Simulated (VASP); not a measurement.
# ZrO2 (P4_2/nmc) in VASP: single point with PBE

Aim: the single point of ZrO2 with PBE.

Everything below comes from runs of VASP 6.6.1. Logs are shortened: lines on timing, memory, paths and dates and some standing lists are left out, and cuts for length are marked.

## Step 1: The cell of the first run

The structure is tetragonal, space group P4_2/nmc (No. 137). Conventional cell: a = 3.601 Å, b = 3.601 Å, c = 5.227 Å, α = 90.00°, β = 90.00°, γ = 90.00°. Zr (site symmetry -4m2) has 8 O at 2.07 to 2.40 Å within 2.7 Å. O (site symmetry 2mm) has 4 Zr at 2.07 to 2.40 Å and 6 O at 2.61 Å within 2.7 Å.

## Step 2: Single point, PBE, non-collinear spin, zero start, spin-orbit coupling

The input, INCAR:

```
PREC = Accurate
ENCUT = 600
EDIFF = 1E-6
ISMEAR = 0
SIGMA = 0.01
LREAL = False
LASPH = True
NELM = 200
ALGO = Normal
ISIF = 2
LWAVE = False
LCHARG = False
MAGMOM = 0 0 0 0 0 0 0 0 0 0 0 0 0 0 0 0 0 0
LORBIT = 11
LSORBIT = True
GGA_COMPAT = False
LORBMOM = True
LMAXMIX = 4
GGA = PE
NBANDS = 64
KPAR = 4
```

The input, KPOINTS:

```
regular mesh
0
Gamma
  8 8 6
```

The input, POSCAR:

```
ZrO2
1.0
    3.6010285391      0.0000000000      0.0000000000
    0.0000000000      3.6010285391      0.0000000000
    0.0000000000      0.0000000000      5.2271598144
Zr O
2 4
Direct
    0.0000000000      0.0000000000      0.0000000000
    0.5000000000      0.5000000000      0.5000000000
    0.0000000000      0.5000000000      0.3030284338
    0.0000000000      0.5000000000      0.8030284338
    0.5000000000      0.0000000000      0.6969715662
    0.5000000000      0.0000000000      0.1969715662
```

Potentials or basis: VASP PAW PBE potentials, release 64 (Zr_sv, O).

The run is started by

```console
> cat potpaw_PBE.64/Zr_sv/POTCAR potpaw_PBE.64/O/POTCAR > POTCAR
> mpirun -np 4 vasp_ncl > vasp.out
```

OUTCAR:

```text
PREC = Accurate
   ENCUT = 600
   EDIFF = 1E-6
   ISMEAR = 0
   LREAL = False
   LASPH = True
   NELM = 200
   ISIF = 2
   LORBIT = 11
   LSORBIT = True
   GGA = PE

 ion  position               nearest neighbor table
   1  0.000  0.000  0.000-   4 2.07   6 2.07   4 2.07   6 2.07   3 2.40   5 2.40   5 2.40   3 2.40
                             2 3.65   2 3.65   2 3.65   2 3.65   2 3.65   2 3.65   2 3.65   2 3.65
   2  0.500  0.500  0.500-   3 2.07   5 2.07   5 2.07   3 2.07   4 2.40   6 2.40   6 2.40   4 2.40
                             1 3.65   1 3.65   1 3.65   1 3.65   1 3.65   1 3.65   1 3.65   1 3.65
   3  0.000  0.500  0.303-   2 2.07   2 2.07   1 2.40   1 2.40
   4  0.000  0.500  0.803-   1 2.07   1 2.07   2 2.40   2 2.40
   5  0.500  0.000  0.697-   2 2.07   2 2.07   1 2.40   1 2.40
   6  0.500  0.000  0.197-   1 2.07   1 2.07   2 2.40   2 2.40

  LATTYP: Found a simple tetragonal cell.
 ALAT       =     3.6010285391
 C/A-ratio  =     1.4515741149

  Lattice vectors:

 A1 = (   3.6010285391,   0.0000000000,   0.0000000000)
 A2 = (   0.0000000000,   3.6010285391,   0.0000000000)
 A3 = (   0.0000000000,   0.0000000000,   5.2271598144)

Analysis of symmetry for initial positions (statically):
=====================================================================
 Subroutine PRICEL returns:
 Original cell was already a primitive cell.

 Routine SETGRP: Setting up the symmetry group for a
 simple tetragonal supercell.

 Subroutine GETGRP returns: Found 16 space group operations
 (whereof  8 operations were pure point group operations)
 out of a pool of 16 trial point group operations.

The static configuration has the point symmetry D_2d.
 The point group associated with its full space group is D_4h.

Analysis of symmetry for dynamics (positions and initial velocities):
=====================================================================
 Subroutine PRICEL returns:
 Original cell was already a primitive cell.

 Routine SETGRP: Setting up the symmetry group for a
 simple tetragonal supercell.

 Subroutine GETGRP returns: Found 16 space group operations
 (whereof  8 operations were pure point group operations)
 out of a pool of 16 trial point group operations.

The dynamic configuration has the point symmetry D_2d.
 The point group associated with its full space group is D_4h.

Analysis of structural, dynamic, and magnetic symmetry:
=====================================================================
 Subroutine PRICEL returns:
 Original cell was already a primitive cell.

 Routine SETGRP: Setting up the symmetry group for a
 simple tetragonal supercell.

 Subroutine GETGRP returns: Found 16 space group operations
 (whereof  8 operations were pure point group operations)
 out of a pool of 16 trial point group operations.

The overall configuration has the point symmetry D_2d.
[... 1730 lines left out ...]
  6         0.000   0.000   0.000
 ----------------------------------------
            0.000  -0.000   0.000

 orbital moment (y)

 # of ion     p       d       tot
 ----------------------------------------
  1        -0.000   0.000   0.000
  2        -0.000  -0.000  -0.000
  3        -0.000   0.000  -0.000
  4        -0.000   0.000  -0.000
  5         0.000   0.000   0.000
  6         0.000   0.000   0.000
 ----------------------------------------
           -0.000   0.000   0.000

 orbital moment (z)

 # of ion     p       d       tot
 ----------------------------------------
  1         0.000   0.000   0.000
  2         0.000   0.000   0.000
  3        -0.000   0.000  -0.000
  4         0.000   0.000   0.000
  5         0.000   0.000   0.000
  6         0.000   0.000   0.000
 ----------------------------------------
            0.000   0.000   0.000

 Spin-Orbit-Coupling matrix elements

 Ion:    1  E_soc:     -0.1336543
 l=   1
     0.0000000    -0.0219391    -0.0219201
    -0.0219391     0.0000000    -0.0219391
    -0.0219201    -0.0219391     0.0000000
 l=   2
     0.0000000    -0.0000627     0.0000000    -0.0000627    -0.0002683
    -0.0000627     0.0000000    -0.0001839    -0.0000905    -0.0000884
     0.0000000    -0.0001839     0.0000000    -0.0001839     0.0000000
    -0.0000627    -0.0000905    -0.0001839     0.0000000    -0.0000884
    -0.0002683    -0.0000884     0.0000000    -0.0000884     0.0000000
 l=   3
     0.0000000     0.0000000     0.0000000     0.0000000     0.0000000     0.0000000     0.0000000
     0.0000000     0.0000000     0.0000000     0.0000000     0.0000000     0.0000000     0.0000000
     0.0000000     0.0000000     0.0000000     0.0000000     0.0000000     0.0000000     0.0000000
     0.0000000     0.0000000     0.0000000     0.0000000     0.0000000     0.0000000     0.0000000
[... 89 lines left out ...]
 l=   2
     0.0000000     0.0000000     0.0000000     0.0000000     0.0000000
     0.0000000     0.0000000     0.0000000     0.0000000     0.0000000
     0.0000000     0.0000000     0.0000000     0.0000000     0.0000000
     0.0000000     0.0000000     0.0000000     0.0000000     0.0000000
     0.0000000     0.0000000     0.0000000     0.0000000     0.0000000
 l=   3
     0.0000000     0.0000000     0.0000000     0.0000000     0.0000000     0.0000000     0.0000000
     0.0000000     0.0000000     0.0000000     0.0000000     0.0000000     0.0000000     0.0000000
     0.0000000     0.0000000     0.0000000     0.0000000     0.0000000     0.0000000     0.0000000
     0.0000000     0.0000000     0.0000000     0.0000000     0.0000000     0.0000000     0.0000000
     0.0000000     0.0000000     0.0000000     0.0000000     0.0000000     0.0000000     0.0000000
     0.0000000     0.0000000     0.0000000     0.0000000     0.0000000     0.0000000     0.0000000
     0.0000000     0.0000000     0.0000000     0.0000000     0.0000000     0.0000000     0.0000000

 total charge

# of ion       s       p       d       tot
------------------------------------------
    1        2.178   6.051   1.383   9.612
    2        2.178   6.051   1.383   9.612
    3        1.562   3.535   0.000   5.097
    4        1.562   3.535   0.000   5.097
    5        1.562   3.535   0.000   5.097
    6        1.562   3.535   0.000   5.097
--------------------------------------------------
tot         10.605  26.243   2.766  39.614

 magnetization (x)

# of ion       s       p       d       tot
------------------------------------------
    1       -0.000   0.000   0.000  -0.000
    2       -0.000   0.000   0.000  -0.000
    3        0.000   0.000   0.000   0.000
    4        0.000   0.000   0.000   0.000
    5        0.000   0.000   0.000   0.000
    6        0.000   0.000   0.000   0.000
--------------------------------------------------
tot         -0.000   0.000   0.000  -0.000

 magnetization (y)

# of ion       s       p       d       tot
------------------------------------------
    1        0.000   0.000   0.000   0.000
    2        0.000   0.000   0.000   0.000
    3        0.000  -0.000   0.000  -0.000
    4        0.000  -0.000   0.000  -0.000
    5        0.000   0.000   0.000   0.000
    6        0.000  -0.000   0.000  -0.000
--------------------------------------------------
tot          0.000  -0.000   0.000  -0.000

 magnetization (z)

# of ion       s       p       d       tot
------------------------------------------
    1       -0.000   0.000   0.000   0.000
    2        0.000   0.000   0.000   0.000
    3       -0.000   0.000   0.000   0.000
    4       -0.000  -0.000   0.000  -0.000
    5        0.000  -0.000   0.000  -0.000
    6       -0.000   0.000   0.000   0.000
--------------------------------------------------
tot          0.000   0.000   0.000   0.000
```

stdout:

```text
POSCAR found type information on POSCAR ZrO
 POSCAR found :  2 types and       6 ions
 scaLAPACK will be used
 LDA part: xc-table for (Slater+PW92), standard interpolation
 POSCAR, INCAR and KPOINTS ok, starting setup
 FFT: planning ... GRIDC
 FFT: planning ... GRID_SOFT
 FFT: planning ... GRID
 WAVECAR not read
 entering main loop
```

Wall time 3.7 min (4 MPI ranks of Intel Xeon Platinum 8259CL at 2.50GHz (Skylake/Cascade Lake), shared host); peak memory 0.64 GiB.

Results:

| Quantity | Value |
| --- | --- |
| Free energy | -57.4652 eV |
| Pressure | 4.0 GPa |
| Largest force | 0.037 eV/Å |
| Net moment | 0.00 μB per cell |
| Valence electrons inside the program's atomic spheres | Zr 9.61; O 5.10 |

Forces in eV/Å, atoms in the order of the input:
```
Zr   0.000  0.000  0.000
Zr   0.000  0.000  0.000
O    0.000  0.000 -0.037
O    0.000  0.000 -0.037
O    0.000  0.000  0.037
O    0.000  0.000  0.037
```

Stress tensor (GPa, compression positive):
```
4.04 0.00 0.00
0.00 4.04 0.00
0.00 0.00 3.83
```

Moments on the atoms (μB; x, y, z):
```
Zr  0.00 0.00 0.00
Zr  0.00 0.00 0.00
O   0.00 0.00 0.00
O   0.00 0.00 0.00
O   0.00 0.00 0.00
O   0.00 0.00 0.00
```

Caveat: the cell stands under pressure.
